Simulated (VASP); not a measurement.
# LiTa16 (a cell with a defect) in VASP: single point with PBE+D3(BJ)

Aim: the single point of LiTa16 (a cell with a defect) with PBE+D3(BJ).

Program: VASP 6.6.1. These are calculated values, not measurements. Logs are shortened: lines on timing, memory, paths and dates and some standing lists are left out, and cuts for length are marked.

**1. The cell of the first run**

The cell holds a defect, 17 atoms: a = 6.620 Å, b = 6.620 Å, c = 6.620 Å, α = 90.00°, β = 90.00°, γ = 90.00°.

**2. Single point, PBE+D3(BJ)**

File INCAR:

```
PREC     = Accurate       # precision mode
ENCUT    = 520            # plane-wave cutoff, eV
EDIFF    = 1E-6           # SCF threshold, eV
ISMEAR   = -1             # smearing method
SIGMA    = 0.15           # smearing width, eV
LREAL    = Auto         
LASPH    = True           # aspherical terms in the spheres
NELM     = 100            # most SCF steps
ALGO     = Normal         # electronic algorithm
ISIF     = 2              # what is computed and relaxed
LWAVE    = False          # write WAVECAR
LCHARG   = False          # write CHGCAR
GGA      = PE             # functional
IVDW     = 12             # dispersion correction
NBANDS   = 104            # bands
```

File KPOINTS:

```
Automatic mesh
0
Gamma
  2 2 2
```

File POSCAR:

```
LiTa16
1.0
    6.6200000000      0.0000000000      0.0000000000
    0.0000000000      6.6200000000      0.0000000000
    0.0000000000      0.0000000000      6.6200000000
Ta Li
16 1
Direct
    0.0373867069     -0.0234441088      0.0195468278
    0.4875528701     -0.0146676737      0.0263141994
   -0.0152416918      0.4830513595     -0.0023716012
    0.0375981873      0.0313293051      0.5254380665
    0.2519184290      0.2873111782      0.2195619335
    0.5129456193      0.5041993958     -0.0026737160
    0.4514501511      0.0733534743      0.4822507553
    0.7529154079      0.2143202417      0.2274622356
   -0.0242598187      0.5022205438      0.5091691843
    0.2522809668      0.7447583082      0.2662688822
    0.2409063444      0.2529456193      0.7603323263
    0.5213746224      0.4732628399      0.5095770393
    0.7905740181      0.7556797583      0.2164199396
    0.7487311178      0.2314501511      0.7223262840
    0.2372205438      0.7488821752      0.7576737160
    0.7102114804      0.7325075529      0.7519939577
    0.7360574018      0.9105891239      0.4723111782
```

Potentials or basis: VASP PAW PBE potentials, release 64 (Ta_pv, Li_sv).

Launch:

```bash
cat potpaw_PBE.64/Ta_pv/POTCAR potpaw_PBE.64/Li_sv/POTCAR > POTCAR
mpirun -np 1 vasp_std > vasp.out
```

OUTCAR:

```text
PREC = Accurate
   ENCUT = 520
   EDIFF = 1E-6
   ISMEAR = -1
   LREAL = Auto
   LASPH = True
   NELM = 100
   ISIF = 2
   GGA = PE
   IVDW = 12
 IVDW          = 12

 ion  position               nearest neighbor table
   1  0.037  0.977  0.020-  13 2.55  15 2.65  10 2.65   8 2.81   5 2.83  11 2.85   2 2.98  14 3.22
                            16 3.23   3 3.29   4 3.29   4 3.37   3 3.37
   2  0.488  0.985  0.026-   8 2.68  10 2.74  13 2.81   5 2.84  16 2.88  15 2.89   1 2.98  11 2.98
                             7 3.08  14 3.11   6 3.20   6 3.44
   3  0.985  0.483  0.998-   5 2.64  13 2.65  11 2.77   8 2.80  15 2.90  14 2.92  16 2.95  10 3.05
                             6 3.13   9 3.24   1 3.29   1 3.37   9 3.39   6 3.50
   4  0.038  0.031  0.525-  17 2.18  11 2.53  14 2.67  15 2.76   7 2.77  10 2.93   8 2.99   5 3.00
                             9 3.15  13 3.19   1 3.29  16 3.30   1 3.37   9 3.53
   5  0.252  0.287  0.220-   7 2.60   3 2.64   6 2.69   1 2.83   2 2.84  12 2.90   4 3.00   9 3.01
                            10 3.04  11 3.05   8 3.34   8 3.35  11 3.59  10 3.60
   6  0.513  0.504  0.997-  16 2.57   5 2.69  13 2.87  11 2.91  15 2.91   8 2.92  10 2.95  14 3.00
                             3 3.13   2 3.20  12 3.24  12 3.40   2 3.44   3 3.50
   7  0.451  0.073  0.482-  17 2.17  11 2.60   5 2.60  12 2.69  14 2.74   4 2.77   8 2.77  10 2.92
                             2 3.08  15 3.15  16 3.35  13 3.54
   8  0.753  0.214  0.227-  17 2.59   2 2.68   7 2.77   3 2.80   1 2.81   6 2.92  12 2.96   4 2.99
                            13 3.05   9 3.05  14 3.28   5 3.34  14 3.35   5 3.35  13 3.59
   9  0.976  0.502  0.509-  14 2.73  16 2.83  13 2.84  15 2.89  10 2.92  11 2.93   5 3.01  12 3.01
                             8 3.05   4 3.15   3 3.24   3 3.39   4 3.53
  10  0.252  0.745  0.266-   1 2.65   2 2.74   7 2.92   9 2.92   4 2.93   6 2.95  12 3.00   5 3.04
                             3 3.05  13 3.08  15 3.25  15 3.37  13 3.58   5 3.60
  11  0.241  0.253  0.760-   4 2.53   7 2.60   3 2.77   1 2.85  12 2.89   6 2.91   9 2.93   2 2.98
                             5 3.05  14 3.27  15 3.28  15 3.34  14 3.37   5 3.59
  12  0.521  0.473  0.510-  14 2.61  16 2.66   7 2.69  11 2.89   5 2.90   8 2.96  10 3.00   9 3.01
                            15 3.09  13 3.23   6 3.24   6 3.40
  13  0.791  0.756  0.216-  17 2.01   1 2.55   3 2.65   2 2.81   9 2.84   6 2.87   8 3.05  10 3.08
                            16 3.12   4 3.19  12 3.23   7 3.54  10 3.58  16 3.59   8 3.59
  14  0.749  0.231  0.722-  12 2.61   4 2.67  17 2.69   9 2.73   7 2.74   3 2.92   6 3.00   2 3.11
                             1 3.22  11 3.27   8 3.28  16 3.32  16 3.33   8 3.35  11 3.37
  15  0.237  0.749  0.758-   1 2.65   4 2.76   2 2.89   9 2.89   3 2.90   6 2.91  12 3.09  16 3.13
                             7 3.15  10 3.25  11 3.28  11 3.34  10 3.37  16 3.49
  16  0.710  0.733  0.752-  17 2.20   6 2.57  12 2.66   9 2.83   2 2.88   3 2.95  13 3.12  15 3.13
                             1 3.23   4 3.30  14 3.32  14 3.33   7 3.35  15 3.49  13 3.59
  17  0.736  0.911  0.472-  13 2.01   7 2.17   4 2.18  16 2.20   8 2.59  14 2.69

  LATTYP: Found a simple cubic cell.
 ALAT       =     6.6200000000

  Lattice vectors:

 A1 = (   6.6200000000,   0.0000000000,   0.0000000000)
 A2 = (   0.0000000000,   6.6200000000,   0.0000000000)
 A3 = (   0.0000000000,   0.0000000000,   6.6200000000)

Analysis of symmetry for initial positions (statically):
=====================================================================
 Subroutine PRICEL returns:
 Original cell was already a primitive cell.

 Routine SETGRP: Setting up the symmetry group for a
 simple cubic supercell.

 Subroutine GETGRP returns: Found  1 space group operations
 (whereof  1 operations were pure point group operations)
 out of a pool of 48 trial point group operations.

The static configuration has the point symmetry C_1 .

Analysis of symmetry for dynamics (positions and initial velocities):
=====================================================================
 Subroutine PRICEL returns:
 Original cell was already a primitive cell.

 Routine SETGRP: Setting up the symmetry group for a
 simple cubic supercell.

 Subroutine GETGRP returns: Found  1 space group operations
 (whereof  1 operations were pure point group operations)
 out of a pool of 48 trial point group operations.

The dynamic configuration has the point symmetry C_1 .

 Subroutine INISYM returns: Found  1 space group operations
 (whereof  1 operations are pure point group operations),
 and found     1 'primitive' translations

----------------------------------------------------------------------------------------

                                     Primitive cell

  volume of cell :     290.1175

  direct lattice vectors                    reciprocal lattice vectors
     6.620000000  0.000000000  0.000000000     0.151057402  0.000000000  0.000000000
     0.000000000  6.620000000  0.000000000     0.000000000  0.151057402  0.000000000
[... 61 lines left out ...]

  Shift w.r.t. Gamma in fractional coordinates (k-lattice)
     0.000000000  0.000000000  0.000000000

 Subroutine IBZKPT returns following result:
 ===========================================

 Found      8 irreducible k-points:

 Following reciprocal coordinates:
            Coordinates               Weight
  0.000000  0.000000  0.000000      1.000000
  0.500000  0.000000  0.000000      1.000000
  0.000000  0.500000  0.000000      1.000000
  0.000000  0.000000  0.500000      1.000000
  0.500000  0.500000  0.000000      1.000000
  0.000000  0.500000  0.500000      1.000000
  0.500000  0.000000  0.500000      1.000000
  0.500000  0.500000  0.500000      1.000000
   k-points           NKPTS =      8   k-points in BZ     NKDIM =      8   number of bands    NBANDS=    104
   number of dos      NEDOS =    301   number of ions     NIONS =     17
   total plane-waves  NPLWV = 125000
   dimension x,y,z NGX =    50 NGY =   50 NGZ =   50
   dimension x,y,z NGXF=   100 NGYF=  100 NGZF=  100
   ions per type =              16   1
   NGX,Y,Z   is equivalent  to a cutoff of  12.56, 12.56, 12.56 a.u.
   NGXF,Y,Z  is equivalent  to a cutoff of  25.11, 25.11, 25.11 a.u.
 SYSTEM =  unknown system
   PREC   = accura    normal or accurate (medium, high low for compatibility)
   ISTART =      0    job   : 0-new  1-cont  2-samecut
   ICHARG =      2    charge: 1-file 2-atom 10-const
   ISPIN  =      1    spin polarized calculation?
   LNONCOLLINEAR =      F non collinear calculations
   LSORBIT =      F    spin-orbit coupling
   LASPH  =      T    aspherical Exc in radial PAW
   ENCUT  =  520.0 eV  38.22 Ry    6.18 a.u.  12.31 12.31 12.31*2*pi/ulx,y,z
   NELM   =    100;   NELMIN=  2; NELMDL= -5     # of ELM steps
   EDIFF  = 0.1E-05   stopping-criterion for ELM
   LREAL  =      T    real-space projection
   EDIFFG = 0.1E-04   stopping-criterion for IOM
   NSW    =      0    number of steps for IOM
   IBRION =     -1    ionic relax: 0-MD 1-quasi-New 2-CG
   NFREE  =      0    steps in history (QN), initial steepest desc. (CG)
   ISIF   =      2    stress and relaxation
   ISYM   =      2    0-nonsym 1-usesym 2-fastsym
   POTIM  = 0.5000    time-step for ionic-motion
   TEBEG  =    0.0;   TEEND  =   0.0 temperature during run
   PSTRESS=    0.0 pullay stress
   NELECT =     179.0000    total number of electrons
   NUPDOWN=      -1.0000    fix difference up-down
   EMIN   =  10.00;   EMAX   =-10.00  energy-range for DOS
   EFERMI =   0.00;   METHOD = LEGACY
   ISMEAR =    -1;   SIGMA  =   0.15  broadening in eV -4-tet -1-fermi 0-gaus
   EFERMI_NEDOS =   21; number of points for ismear=-14 and -15
   IALGO  =     38    algorithm
   IMIX   =      4    mixing-type and parameters
     AMIX     =   0.40;   BMIX     =  1.00
     AMIX_MAG =   1.60;   BMIX_MAG =  1.00
  volume/ion in A,a.u.               =      17.07       115.17
  Fermi-wavevector in a.u.,A,eV,Ry     =   1.393695  2.633702 26.427776  1.942387
  Thomas-Fermi vector in A             =   2.517316
   LORBIT       =      0    0 simple, 1 ext, 2 COOP (PROOUT), +10 PAW based schemes
   GGA     = PE    functional components
   LHFCALC =     F    Hartree Fock is set to
   AEXX    =    0.0000 exact exchange contribution
   IVDW    =    12    specifies the selected vdW correction
   LEPSILON=     F    determine dielectric tensor
   LRPA    =     F    only Hartree local field effects (RPA)
 non-spin polarized calculation
  energy-cutoff  :      520.00
  volume of cell :      290.12
 maximum number of plane-waves:      7856
 NGX is ok and might be reduce to    50
   NGX = 25   NGY = 25   NGZ = 25

 number of electron     179.0000001 magnetization

 Free energy of the ion-electron system (eV)
  ---------------------------------------------------
  ext. energy  EPLUGINS =         0.00000000
  ---------------------------------------------------
  free energy    TOTEN  =      -183.61198286 eV

  energy without entropy =     -182.49877233  energy(sigma->0) =     -183.05537759

 E-fermi :   5.8402     XC(G=0): -12.6092

 val. band max:        5.8084194032   @ k =   0.0000   0.5000   0.5000
 cond. band min:       5.8845517098   @ k =   0.0000   0.0000   0.5000
 fundamental gap:      0.0761323066
 Fermi energy:         5.8401983727

 k-point     1 :       0.0000    0.0000    0.0000
  band No.  band energies     occupation
      1     -40.7012      2.00000
      2     -28.8643      2.00000
      3     -28.7627      2.00000
      4     -28.7223      2.00000
      5     -28.7129      2.00000
      6     -28.6984      2.00000
[... 821 lines left out ...]
    100       8.2007      0.00000
    101       8.3551      0.00000
 [bands above 101 left out]

------------------------ aborting loop because EDIFF is reached ----------------------------------------

 Edisp (eV)  -11.24327

 E8    (eV) :    -5.8511

  FORCE on cell =-STRESS in cart. coord.  units (eV):
  Direction    XX          YY          ZZ          XY          YZ          ZX
  --------------------------------------------------------------------------------------
  -------------------------------------------------------------------------------------
  Total      18.87189    14.91117    15.24427    -0.16026     2.87244    -2.75880
  in kB     104.22022    82.34708    84.18664    -0.88503    15.86310   -15.23550
  external pressure =       90.25 kB  Pullay stress =        0.00 kB

 VOLUME and BASIS-vectors are now :
 -----------------------------------------------------------------------------
  energy-cutoff  :      520.00
  volume of cell :      290.12
      direct lattice vectors                 reciprocal lattice vectors
     6.620000000  0.000000000  0.000000000     0.151057402  0.000000000  0.000000000
     0.000000000  6.620000000  0.000000000     0.000000000  0.151057402  0.000000000
     0.000000000  0.000000000  6.620000000     0.000000000  0.000000000  0.151057402

 POSITION                                       TOTAL-FORCE (eV/Angst)
 -----------------------------------------------------------------------------------
      0.24750      6.46480      0.12940        -1.960529      1.989791     -1.986590
      3.22760      6.52290      0.17420         0.524559      0.265681     -2.041753
      6.51910      3.19780      6.60430         0.581023      0.977188     -1.008335
      0.24890      0.20740      3.47840        -0.116836     -1.704028     -1.918320
      1.66770      1.90200      1.45350        -0.421076     -0.988375      1.882799
      3.39570      3.33780      6.60230        -0.868662     -0.729503     -0.182437
[... 9 lines left out ...]
      4.70160      4.84920      4.97820         2.274239      0.533755      1.813007
      4.87270      6.02810      3.12670        -0.853927     -0.197604      0.916938
 -----------------------------------------------------------------------------------
    total drift:                               -0.003515      0.006190     -0.003766

  FREE ENERGIE OF THE ION-ELECTRON SYSTEM (eV)
  ---------------------------------------------------
  free  energy   TOTEN  =      -194.8552538305 eV

  energy  without entropy=     -193.7420433018  energy(sigma->0) =     -194.29864857
```

It took 20 min on 1 thread of AMD EPYC, shared host; peak memory 0.41 GiB.

What came out:

| Property | Result |
| --- | --- |
| Free energy | -194.8553 eV |
| Largest force | 3.947 eV/Å |
| Band gap on the k mesh | zero (an odd number of electrons rules out a gap without spin polarisation) |
| Dispersion energy per atom | -0.661 eV |

Forces on the atoms (eV/Å):
```
Ta  -1.961  1.990 -1.987
Ta   0.525  0.266 -2.042
Ta   0.581  0.977 -1.008
Ta  -0.117 -1.704 -1.918
Ta  -0.421 -0.988  1.883
Ta  -0.869 -0.730 -0.182
Ta  -0.392 -3.070  0.344
Ta   1.202  2.532  0.830
Ta   1.124  0.476 -0.626
Ta   0.693 -0.751  0.678
Ta   0.523  1.750  1.491
Ta  -1.692  3.105 -1.754
Ta  -1.859 -2.991 -0.807
Ta   0.084 -0.250  2.719
Ta   1.158 -0.947 -0.351
Ta   2.274  0.534  1.813
Li  -0.854 -0.198  0.917
```

Caveat: the k points lie up to 0.47 Å⁻¹ apart, too coarse for converged energies and pressures of a metal; the cutoff is under 1.25 times the usual one of these potentials, so pressure, stress and relaxed cells hold a basis-set (Pulay) error; the atoms stand as in a frame of molecular dynamics; spin-orbit coupling is left out, which moves the levels of the heavy elements.

The gap in the log of VASP goes by the Fermi energy; the results here count the filled bands.